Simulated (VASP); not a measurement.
Runs of VASP 6.6.1 on Bi. The structure is trigonal, space group R-3m (No. 166). The conventional cell has a = 4.585 Å, b = 4.585 Å, c = 12.140 Å, α = 90.00°, β = 90.00°, γ = 120.00°. Within 4.1 Å of Bi (site symmetry 3m) lie 6 Bi at 3.11 to 3.59 Å. 

```tsv
smearing	gap on the mesh (eV)	pressure (GPa)	largest force (eV/Å)
gaussian 1 eV	none	(a)	0.27
gaussian 0.03 eV	none	-0.1	0.03
gaussian 0.01 eV	none	0.0	0.03
fermi-dirac 1 eV	none	4.5	0.80
methfessel-paxton 0.01 eV	none	-0.1	0.03
gaussian 0.1 eV	none	-0.1	0.02
methfessel-paxton 0.1 eV	none	-0.1	0.03
gaussian 0.2 eV	none	0.0	0.02
gaussian 0.6 eV	none	0.1	0.08
methfessel-paxton 0.03 eV	none	-0.1	0.03
gaussian 0.3 eV	none	0.0	0.01
```

Alike in all rows: task single point; level PBE; potentials or basis VASP PAW PBE potentials, release 64 (Bi_d); no spin polarisation; cell as given; k mesh 8 × 8 × 8; cutoff (eV) 520.

Task: Estimate the missing entries.

Result: (a) 0.5.

Caveats: spin-orbit coupling is left out, which moves the levels of the heavy elements; so wide a smearing shifts energies and pressures (at least some runs); the cell stands under pressure (at least some runs).

A k mesh can miss the band edges, and the runs leave out spin-orbit coupling on Bi.

A gap of «none» marks levels without a gap at the run's occupations.
